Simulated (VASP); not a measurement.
# GaTe2O (Cmmm) in VASP: further runs

Runs on GaTe2O. Level: PBE. Tasks: single point, relaxation of cell and atoms.

All numbers are computed with VASP 6.6.1; they aren't measurements. Logs are shortened: lines on timing, memory, paths and dates and some standing lists are left out, and cuts for length are marked.

## (1) The cell of the first run

The structure is orthorhombic, space group Cmmm (No. 65). Conventional cell: a = 5.105 Å, b = 9.261 Å, c = 4.710 Å, α = 90.00°, β = 90.00°, γ = 90.00°. Within 4.8 Å of Ga (site symmetry mmm) lie 4 O at 3.47 Å and 8 Te at 3.54 Å and 2 Ga at 4.71 Å. Te (site symmetry 2/m) has 2 Te at 2.55 Å and 2 O at 2.64 Å within 3.4 Å. Within 3.5 Å of O (site symmetry mmm) lie 4 Te at 2.64 Å and 4 Ga at 3.47 Å.

The cell was generated, and may not be a known phase.

## (2) Single point, PBE

The input, INCAR:

```
PREC = Accurate
ENCUT = 520
EDIFF = 1E-7
ISMEAR = 0
SIGMA = 0.1
LREAL = False
LASPH = True
NELM = 80
ALGO = Normal
ISIF = 2
LWAVE = False
LCHARG = False
GGA = PE
NBANDS = 24
```

The input, KPOINTS:

```
regular mesh
0
Gamma
  4 4 4
```

The input, POSCAR:

```
GaTe2O
1.0
    2.5523001500     -4.6305805600      0.0000000000
    2.5523001500      4.6305805600      0.0000000000
    0.0000000000      0.0000000000      4.7099658700
Ga Te O
1 2 1
Direct
    0.0000000000      0.0000000000      0.0000000000
    0.0000000000      0.5000000000      0.5000000000
    0.5000000000      0.0000000000      0.5000000000
    0.5000000000      0.5000000000      0.5000000000
```

Potentials or basis: VASP PAW PBE potentials, release 64 (Ga_d, Te, O).

Command:

```
> cat potpaw_PBE.64/Ga_d/POTCAR potpaw_PBE.64/Te/POTCAR potpaw_PBE.64/O/POTCAR > POTCAR
> mpirun -np 1 vasp_std > vasp.out
```

OUTCAR:

```text
PREC = Accurate
   ENCUT = 520
   EDIFF = 1E-7
   ISMEAR = 0
   LREAL = False
   LASPH = True
   NELM = 80
   ISIF = 2
   GGA = PE

 ion  position               nearest neighbor table
   1  0.000  0.000  0.000-
   2  0.000  0.500  0.500-   3 2.55   3 2.55   4 2.64   4 2.64
   3  0.500  0.000  0.500-   2 2.55   2 2.55   4 2.64   4 2.64
   4  0.500  0.500  0.500-   2 2.64   3 2.64   3 2.64   2 2.64

  LATTYP: Found a base centered orthorhombic cell.
 ALAT       =     5.1046003000
 B/A-ratio  =     1.8142774313
 C/A-ratio  =     0.9226904347

  Lattice vectors:

 A1 = (   2.5523001500,  -4.6305805600,   0.0000000000)
 A2 = (   2.5523001500,   4.6305805600,   0.0000000000)
 A3 = (   0.0000000000,   0.0000000000,   4.7099658700)

Analysis of symmetry for initial positions (statically):
=====================================================================
 Subroutine PRICEL returns:
 Original cell was already a primitive cell.

 Routine SETGRP: Setting up the symmetry group for a
 base centered orthorhombic supercell.

 Subroutine GETGRP returns: Found  8 space group operations
 (whereof  8 operations were pure point group operations)
 out of a pool of  8 trial point group operations.

The static configuration has the point symmetry D_2h.

Analysis of symmetry for dynamics (positions and initial velocities):
=====================================================================
 Subroutine PRICEL returns:
 Original cell was already a primitive cell.

 Routine SETGRP: Setting up the symmetry group for a
 base centered orthorhombic supercell.

 Subroutine GETGRP returns: Found  8 space group operations
 (whereof  8 operations were pure point group operations)
 out of a pool of  8 trial point group operations.

The dynamic configuration has the point symmetry D_2h.

 Subroutine INISYM returns: Found  8 space group operations
 (whereof  8 operations are pure point group operations),
 and found     1 'primitive' translations

----------------------------------------------------------------------------------------

                                     Primitive cell

  volume of cell :     111.3307

  direct lattice vectors                    reciprocal lattice vectors
     2.552300150 -4.630580560  0.000000000     0.195901724 -0.107977821  0.000000000
     2.552300150  4.630580560  0.000000000     0.195901724  0.107977821  0.000000000
     0.000000000  0.000000000  4.709965870     0.000000000  0.000000000  0.212315764

  length of vectors
     5.287391831  5.287391831  4.709965870     0.223688836  0.223688836  0.212315764

  position of ions in fractional coordinates (direct lattice)
     0.000000000  0.000000000  0.000000000
     0.000000000  0.500000000  0.500000000
     0.500000000  0.000000000  0.500000000
     0.500000000  0.500000000  0.500000000

  ion indices of the primitive-cell ions
   primitive index   ion index
                 1           1
                 2           2
                 3           3
                 4           4

----------------------------------------------------------------------------------------

 KPOINTS: regular mesh

Automatic generation of k-mesh.
 Grid dimensions read from file:
 generate k-points for:    4    4    4

 Generating k-lattice:

  Cartesian coordinates                     Fractional coordinates (reciprocal lattice)
     0.048975431 -0.026994455  0.000000000     0.250000000  0.000000000  0.000000000
     0.048975431  0.026994455  0.000000000     0.000000000  0.250000000  0.000000000
     0.000000000  0.000000000  0.053078941     0.000000000  0.000000000  0.250000000

  Length of vectors
     0.055922209  0.055922209  0.053078941

  Shift w.r.t. Gamma in fractional coordinates (k-lattice)
     0.000000000  0.000000000  0.000000000

 Subroutine IBZKPT returns following result:
 ===========================================

 Found     21 irreducible k-points:

 Following reciprocal coordinates:
            Coordinates               Weight
  0.000000  0.000000  0.000000      1.000000
  0.250000  0.000000  0.000000      4.000000
  0.500000  0.000000  0.000000      2.000000
  0.250000  0.250000  0.000000      2.000000
  0.500000  0.250000  0.000000      4.000000
 -0.250000  0.250000  0.000000      2.000000
[... 13 lines left out ...]
 -0.250000  0.250000  0.500000      2.000000
  0.500000  0.500000  0.500000      1.000000
   k-points           NKPTS =     21   k-points in BZ     NKDIM =     21   number of bands    NBANDS=     24
   number of dos      NEDOS =    301   number of ions     NIONS =      4
   total plane-waves  NPLWV =  57600
   dimension x,y,z NGX =    40 NGY =   40 NGZ =   36
   dimension x,y,z NGXF=    80 NGYF=   80 NGZF=   72
   ions per type =               1   2   1
   NGX,Y,Z   is equivalent  to a cutoff of  12.58, 12.58, 12.71 a.u.
   NGXF,Y,Z  is equivalent  to a cutoff of  25.15, 25.15, 25.41 a.u.
 SYSTEM =  unknown system
   PREC   = accura    normal or accurate (medium, high low for compatibility)
   ISTART =      0    job   : 0-new  1-cont  2-samecut
   ICHARG =      2    charge: 1-file 2-atom 10-const
   ISPIN  =      1    spin polarized calculation?
   LNONCOLLINEAR =      F non collinear calculations
   LSORBIT =      F    spin-orbit coupling
   LASPH  =      T    aspherical Exc in radial PAW
   ENCUT  =  520.0 eV  38.22 Ry    6.18 a.u.   9.83  9.83  8.76*2*pi/ulx,y,z
   NELM   =     80;   NELMIN=  2; NELMDL= -5     # of ELM steps
   EDIFF  = 0.1E-06   stopping-criterion for ELM
   LREAL  =      F    real-space projection
   EDIFFG = 0.1E-05   stopping-criterion for IOM
   NSW    =      0    number of steps for IOM
   IBRION =     -1    ionic relax: 0-MD 1-quasi-New 2-CG
   NFREE  =      0    steps in history (QN), initial steepest desc. (CG)
   ISIF   =      2    stress and relaxation
   ISYM   =      2    0-nonsym 1-usesym 2-fastsym
   POTIM  = 0.5000    time-step for ionic-motion
   TEBEG  =    0.0;   TEEND  =   0.0 temperature during run
   PSTRESS=    0.0 pullay stress
   NELECT =      31.0000    total number of electrons
   NUPDOWN=      -1.0000    fix difference up-down
   EMIN   =  10.00;   EMAX   =-10.00  energy-range for DOS
   EFERMI =   0.00;   METHOD = LEGACY
   ISMEAR =     0;   SIGMA  =   0.10  broadening in eV -4-tet -1-fermi 0-gaus
   EFERMI_NEDOS =   21; number of points for ismear=-14 and -15
   IALGO  =     38    algorithm
   IMIX   =      4    mixing-type and parameters
     AMIX     =   0.40;   BMIX     =  1.00
     AMIX_MAG =   1.60;   BMIX_MAG =  1.00
  volume/ion in A,a.u.               =      27.83       187.82
  Fermi-wavevector in a.u.,A,eV,Ry     =   1.069031  2.020176 15.549117  1.142828
  Thomas-Fermi vector in A             =   2.204698
   LORBIT       =      0    0 simple, 1 ext, 2 COOP (PROOUT), +10 PAW based schemes
   GGA     = PE    functional components
   LHFCALC =     F    Hartree Fock is set to
   AEXX    =    0.0000 exact exchange contribution
   IVDW    =     0    specifies the selected vdW correction
   LEPSILON=     F    determine dielectric tensor
   LRPA    =     F    only Hartree local field effects (RPA)
 non-spin polarized calculation
 Gauss-broadening in eV      SIGMA  =   0.10
  energy-cutoff  :      520.00
  volume of cell :      111.33
 maximum number of plane-waves:      3032
   NGX = 19   NGY = 19   NGZ = 17

 number of electron      30.9999991 magnetization

 Free energy of the ion-electron system (eV)
  ---------------------------------------------------
  ext. energy  EPLUGINS =         0.00000000
  ---------------------------------------------------
  free energy    TOTEN  =       -11.78919701 eV

  energy without entropy =      -11.77283688  energy(sigma->0) =      -11.78101695

 E-fermi :   4.0776     XC(G=0):  -8.7572

 val. band max:        4.0636013520   @ k =   0.5000   0.0000   0.0000
 cond. band min:       4.1476251107   @ k =  -0.2500   0.2500   0.2500
 fundamental gap:      0.0840237587
 Fermi energy:         4.0776470137

 k-point     1 :       0.0000    0.0000    0.0000
  band No.  band energies     occupation
      1     -12.9401      2.00000
      2     -10.9344      2.00000
      3     -10.9308      2.00000
      4     -10.9300      2.00000
      5     -10.9261      2.00000
      6     -10.9259      2.00000
[... 16 lines left out ...]
     23      10.3928      0.00000
     24      11.0930      0.00000

 k-point     2 :       0.2500    0.0000    0.0000
  band No.  band energies     occupation
      1     -12.8614      2.00000
      2     -10.9336      2.00000
      3     -10.9312      2.00000
      4     -10.9301      2.00000
      5     -10.9265      2.00000
      6     -10.9254      2.00000
[... 16 lines left out ...]
     23      10.7407      0.00000
     24      11.3710      0.00000

 k-point     3 :       0.5000    0.0000    0.0000
  band No.  band energies     occupation
      1     -12.7800      2.00000
      2     -10.9332      2.00000
      3     -10.9316      2.00000
      4     -10.9302      2.00000
      5     -10.9268      2.00000
      6     -10.9247      2.00000
[... 16 lines left out ...]
     23      11.5329      0.00000
     24      11.5799      0.00000

 k-point     4 :       0.2500    0.2500    0.0000
  band No.  band energies     occupation
      1     -12.7806      2.00000
      2     -10.9325      2.00000
      3     -10.9316      2.00000
      4     -10.9303      2.00000
      5     -10.9268      2.00000
      6     -10.9249      2.00000
[... 16 lines left out ...]
     23      11.3343      0.00000
     24      12.3647      0.00000

 k-point     5 :       0.5000    0.2500    0.0000
  band No.  band energies     occupation
      1     -12.7474      2.00000
      2     -10.9328      2.00000
      3     -10.9320      2.00000
      4     -10.9294      2.00000
      5     -10.9266      2.00000
      6     -10.9243      2.00000
[... 370 lines left out ...]
 k-point    19 :       0.5000    0.2500    0.5000
  band No.  band energies     occupation
      1     -12.7399      2.00000
      2     -10.9465      2.00000
      3     -10.9289      2.00000
      4     -10.9283      2.00000
      5     -10.9267      2.00000
      6     -10.9234      2.00000
[... 16 lines left out ...]
     23      12.0883      0.00000
     24      12.1142      0.00000

 k-point    20 :      -0.2500    0.2500    0.5000
  band No.  band energies     occupation
      1     -12.8189      2.00000
      2     -10.9429      2.00000
      3     -10.9293      2.00000
      4     -10.9285      2.00000
      5     -10.9284      2.00000
      6     -10.9237      2.00000
[... 16 lines left out ...]
     23      12.0020      0.00000
     24      12.8880      0.00000

 k-point    21 :       0.5000    0.5000    0.5000
  band No.  band energies     occupation
      1     -12.7007      2.00000
      2     -10.9580      2.00000
      3     -10.9293      2.00000
      4     -10.9288      2.00000
      5     -10.9278      2.00000
      6     -10.9232      2.00000
[... 16 lines left out ...]
     23      12.6695      0.00000
     24      12.9518      0.00000

------------------------ aborting loop because EDIFF is reached ----------------------------------------

  FORCE on cell =-STRESS in cart. coord.  units (eV):
  Direction    XX          YY          ZZ          XY          YZ          ZX
  --------------------------------------------------------------------------------------
  -------------------------------------------------------------------------------------
  Total       17.1560950     -5.5784416     -1.1307890      0.0000000      0.0000000      0.0000000
  in kB      246.8960144    -80.2802147    -16.2733596      0.0000000      0.0000000      0.0000000
  external PRESSURE =      50.1141467 kB  Pullay stress =       0.0000000 kB

 VOLUME and BASIS-vectors are now :
 -----------------------------------------------------------------------------
  energy-cutoff  :      520.00
  volume of cell :      111.33
      direct lattice vectors                 reciprocal lattice vectors
     2.552300150 -4.630580560  0.000000000     0.195901724 -0.107977821  0.000000000
     2.552300150  4.630580560  0.000000000     0.195901724  0.107977821  0.000000000
     0.000000000  0.000000000  4.709965870     0.000000000  0.000000000  0.212315764

 POSITION                                       TOTAL-FORCE (eV/Angst)
 -----------------------------------------------------------------------------------
      0.00000      0.00000      0.00000         0.000000      0.000000      0.000000
      1.27615      2.31529      2.35498         0.000000      0.000000      0.000000
      1.27615     -2.31529      2.35498         0.000000     -0.000000      0.000000
      2.55230      0.00000      2.35498        -0.000000      0.000000      0.000000
 -----------------------------------------------------------------------------------
    total drift:                                0.000000      0.000000     -0.000000

  FREE ENERGIE OF THE ION-ELECTRON SYSTEM (eV)
  ---------------------------------------------------
  free  energy   TOTEN  =       -11.7891970145 eV

  energy  without entropy=      -11.7728368810  energy(sigma->0) =      -11.78101695
```

It took 1.7 min on 1 thread of Oxide Virtual Turin-like, shared host; peak memory 0.22 GiB.

Results:

| Item | Value |
| --- | --- |
| Free energy | -11.7892 eV |
| Pressure | 5.0 GPa |
| Band gap on the k mesh | zero (an odd number of electrons rules out a gap without spin polarisation) |

Stress tensor (GPa, compression positive):
```
24.69  0.00  0.00
 0.00 -8.03  0.00
 0.00  0.00 -1.63
```

Levels at points of the mesh, in eV from the Fermi level:
| k point | band 12 | band 13 | band 14 | band 15 | band 16 | band 17 | band 18 | band 19 | band 20 | band 21 |
| --- | --- | --- | --- | --- | --- | --- | --- | --- | --- | --- |
| (0.00, 0.00, 0.00) | -3.98 | -3.52 | -1.03 | 0.69 | 0.89 | 1.73 | 3.10 | 3.58 | 3.67 | 4.42 |
| (0.50, 0.00, 0.00) | -2.12 | -2.05 | -2.03 | -0.84 | -0.01 | 0.13 | 1.49 | 2.05 | 2.95 | 3.30 |
| (0.50, 0.50, 0.00) | -2.38 | -1.83 | -1.75 | -1.50 | 0.63 | 0.73 | 0.92 | 2.01 | 2.93 | 5.94 |
| (0.00, 0.00, 0.50) | -3.36 | -2.07 | -1.25 | -0.04 | 0.70 | 1.06 | 1.25 | 2.41 | 2.42 | 4.96 |
| (0.50, 0.00, 0.50) | -2.11 | -1.64 | -1.54 | -1.52 | -0.36 | 0.38 | 1.59 | 2.25 | 3.81 | 4.10 |
| (0.50, 0.50, 0.50) | -3.50 | -2.33 | -1.70 | -1.59 | -0.74 | 0.75 | 3.81 | 4.01 | 4.35 | 4.65 |

Caveat: the stress differs along the axes, from -8 to 25 GPa; spin-orbit coupling is left out, which moves the levels of the heavy elements; an odd number of electrons without spin polarisation forces a metal; a magnetic or distorted state may lie lower.

## (3) Relaxation of cell and atoms, PBE

The input, INCAR:

```
  PREC = Accurate
  ENCUT = 600
  EDIFF = 1E-7
  ISMEAR = 0
  SIGMA = 0.1
  LREAL = F
  LASPH = T
  NELM = 60
  ALGO = Normal
  ISIF = 3
  LWAVE = F
  LCHARG = F
  GGA = PE
  IBRION = 2
  NSW = 90
  EDIFFG = -0.04
```

The input, KPOINTS:

```
Automatic mesh
0
Gamma
  4 4 4
```

POSCAR is that of step 2.

Potentials or basis: VASP PAW PBE potentials, release 64 (Ga_d, Te, O).

Command:

```
> cat potpaw_PBE.64/Ga_d/POTCAR potpaw_PBE.64/Te/POTCAR potpaw_PBE.64/O/POTCAR > POTCAR
> mpirun -np 1 vasp_std > vasp.out
```

It took 19 min on 1 thread of Oxide Virtual Turin-like, shared host; peak memory 0.27 GiB.

The run converged. Its results:

| Item | Value |
| --- | --- |
| Free energy | -14.4793 eV |
| Relaxed volume | 23.15 Å³/atom |
| Relaxed cell | a = 4.680 Å, b = 4.680 Å, c = 4.230 Å, α = 90.00°, β = 90.00°, γ = 91.89° |
| Space group after relaxing (to 0.1 Å) | Cmmm (No. 65) |
| Pressure after relaxing | 0.0 GPa |
| Band gap on the k mesh | zero (an odd number of electrons rules out a gap without spin polarisation) |

Stress tensor (GPa, compression positive):
```
-0.02  0.00  0.00
 0.00  0.06  0.00
 0.00  0.00 -0.06
```

Final structure:
```yaml
crystal:
  lattice:
    - [3.25434, -3.36338, 0.00000]
    - [3.25434, 3.36338, 0.00000]
    - [0.00000, 0.00000, 4.23030]
  atoms:
    - { symbol: Ga, position: [0.00000, 0.00000, 0.00000] }
    - { symbol: Te, position: [0.00000, 0.50000, 0.50000] }
    - { symbol: Te, position: [0.50000, 0.00000, 0.50000] }
    - { symbol: O, position: [0.50000, 0.50000, 0.50000] }
```

Levels at points of the mesh, in eV from the Fermi level:
```tsv
k point	band 14	band 15	band 16	band 17	band 18	band 19
(0.00, 0.00, 0.00)	-1.72	-1.00	0.33	3.06	4.23	4.45
(0.50, 0.00, 0.00)	-1.81	-0.16	-0.04	0.33	2.36	3.34
(0.50, 0.50, 0.00)	-1.10	-0.87	-0.21	1.69	1.78	2.25
(0.00, 0.00, 0.50)	-1.45	-0.83	1.31	1.36	1.71	1.86
(0.50, 0.00, 0.50)	-2.16	-1.75	-0.09	0.36	1.77	3.78
(0.50, 0.50, 0.50)	-2.41	-2.33	-1.25	1.97	2.46	5.02
```

Caveat: the volume moved by over 15 % at a fixed basis, so the end points are rough; spin-orbit coupling is left out, which moves the levels of the heavy elements; an odd number of electrons without spin polarisation forces a metal; a magnetic or distorted state may lie lower.

The gap in the log of VASP goes by the Fermi energy; the results here count the filled bands.